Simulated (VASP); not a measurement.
Wanted: the native input for a VASP 6.6.1 run.

```
Task                   : single point
Functional             : PBEsol
Potentials or basis    : VASP PAW PBE potentials, release 64 (Hf_pv, Si)
Cutoff                 : 520 eV
k mesh                 : 14 × 14 × 14
Occupations            : gaussian, width 0.15 eV
Spin                   : no spin polarisation
Dipole correction      : no
Further INCAR settings : ALGO = Fast; EDIFF = 1e-07; NBANDS = 33
```

The structure of Hf2Si lies in POSCAR:

```
Hf2Si
1.0
   -3.4365407924      3.4365407924      2.3075475372
    3.4365407924     -3.4365407924      2.3075475372
    3.4365407924      3.4365407924     -2.3075475372
Hf Si
4 2
Direct
    0.8432528484      0.6567471516      0.5000000000
    0.3432528484      0.8432528484      0.1865056968
    0.1567471516      0.3432528484      0.5000000000
    0.6567471516      0.1567471516      0.8134943032
    0.7500000000      0.7500000000      0.0000000000
    0.2500000000      0.2500000000      0.0000000000
```

This cell differs from its parent crystal: ratio of the length along z to the lengths across it x 0.85, volume and fractional coordinates fixed.

These files were run (other wordings do the same):

INCAR

```
PREC = Accurate ; ENCUT = 520
EDIFF = 1E-7 ; ISMEAR = 0
SIGMA = 0.15 ; LREAL = F
LASPH = T ; NELM = 60
ALGO = Fast ; ISIF = 2
LWAVE = F ; LCHARG = F
GGA = PS ; NBANDS = 33
```

KPOINTS

```
regular mesh
0
Gamma
  14 14 14
```

Potentials or basis: VASP PAW PBE potentials, release 64 (Hf_pv, Si).

Run with:

```bash
$ cat potpaw_PBE.64/Hf_pv/POTCAR potpaw_PBE.64/Si/POTCAR > POTCAR
$ mpirun -np 1 vasp_std > vasp.out
```

It gave:

```yaml
Pressure: 2.2 GPa
Largest_force: 0.363 eV/Å
Band_gap_on_the_k_mesh: zero (bands 24 and 25 overlap by 0.86 eV)
```

Caveat: the PAW data sets were made with another functional, which shifts forces and pressure a little; spin-orbit coupling is left out, which moves the levels of the heavy elements.

It took 7.8 min on 1 thread of Intel(R) Xeon(R) 6975P-C (Granite Rapids) (shared host), peak memory 0.75 GiB.
